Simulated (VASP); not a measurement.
Set up this calculation in VASP 6.6.1, as the native input.

```yaml
Task: single point
Functional: r2SCAN
Dispersion: D3(BJ)
Potentials_or_basis: VASP PAW PBE potentials, release 64 (F, H)
Cutoff: 520 eV
k_mesh: 1 × 1 × 1
Occupations: fermi-dirac, width 0.02 eV
Spin: no spin polarisation
Dipole_correction: no
Further_INCAR_settings: LREAL = Auto; ALGO = Normal; EDIFF = 1e-07; NBANDS = 46
```

HF:

```
CELL_PARAMETERS angstrom
6.68837 0.00000 0.00000
0.00000 6.68837 0.00000
0.00000 0.00000 6.68837
ATOMIC_POSITIONS crystal
F 0.14256 0.20054 0.70436
F 0.76618 0.12637 0.90488
F 0.00208 0.71747 0.35056
F 0.78641 0.66583 0.64570
F 0.10354 0.95171 0.05882
F 0.49492 0.31489 0.54472
F 0.50111 0.90765 0.73190
F 0.73698 0.27036 0.24949
H 0.27394 0.23777 0.66189
H 0.66204 0.04632 0.84795
H 0.01574 0.81265 0.24369
H 0.87840 0.69144 0.54424
H 0.03067 0.00875 0.95774
H 0.57038 0.27893 0.42587
H 0.58428 0.79879 0.68680
H 0.76172 0.20397 0.12637
```

The input as run:

POSCAR

```
HF
1.0
    6.6883740000      0.0000000000      0.0000000000
    0.0000000000      6.6883740000      0.0000000000
    0.0000000000      0.0000000000      6.6883740000
F H
8 8
Direct
    0.1425608078      0.2005420151      0.7043565447
    0.7661802405      0.1263685314      0.9048836085
    0.0020782331      0.7174688497      0.3505635301
    0.7864093724      0.6658270007      0.6457025280
    0.1035378703      0.9517111334      1.0588223685
    0.4949184959      0.3148896877      0.5447213329
    0.5011083411      0.9076496021      0.7318968706
    0.7369803184      0.2703646656      0.2494926271
    0.2739380304      0.2377707945      0.6618948043
    0.6620443175      0.0463191801      0.8479489933
    0.0157437368      0.8126489338      0.2436915161
    0.8784048260      0.6914386068      0.5442428907
    0.0306651512      1.0087504078      0.9577365141
    0.5703777929      0.2789317703      0.4258733139
    0.5842825177      0.7987890629      0.6868036985
    0.7617247480      0.2039658667      0.1263685314
```

INCAR.step1

```
PREC = Accurate
ENCUT = 520
ISMEAR = -1
SIGMA = 0.02
LREAL = Auto
LASPH = True
NELM = 80
NBANDS = 46
GGA = PE
ALGO = Normal
EDIFF = 1E-4
LWAVE = True
LCHARG = False
```

INCAR.step2

```
PREC = Accurate
ENCUT = 520
EDIFF = 1E-7
ISMEAR = -1
SIGMA = 0.02
LREAL = Auto
LASPH = True
NELM = 80
ALGO = Normal
ISIF = 2
LWAVE = False
LCHARG = False
METAGGA = R2SCAN
LMIXTAU = True
IVDW = 12
VDW_S6 = 1.0
VDW_S8 = 0.78981345
VDW_A1 = 0.49484001
VDW_A2 = 5.73083694
NBANDS = 46
ISTART = 1
```

KPOINTS

```
Automatic mesh
0
Gamma
  1 1 1
```

Potentials or basis: VASP PAW PBE potentials, release 64 (F, H).

Run with:

```sh
$ cat potpaw_PBE.64/F/POTCAR potpaw_PBE.64/H/POTCAR > POTCAR
$ cp INCAR.step1 INCAR
$ mpirun -np 1 vasp_gam > vasp.out
$ cp INCAR.step2 INCAR
$ mpirun -np 1 vasp_gam > vasp.out
```

It gave:

```json
{"Pressure": "-0.8 GPa", "Largest force": "1.605 eV/Å", "Dispersion energy per atom": "-0.008 eV"}
```

Caveat: the k points lie up to 0.94 Å⁻¹ apart, too coarse for converged energies, forces and pressures; the PAW data sets were made with another functional, which shifts forces and pressure a little.

Run time: 120 s on 1 thread of Intel(R) Xeon(R) Platinum 8259CL CPU @ 2.50GHz (Skylake/Cascade Lake) (shared host), peak memory 0.35 GiB.
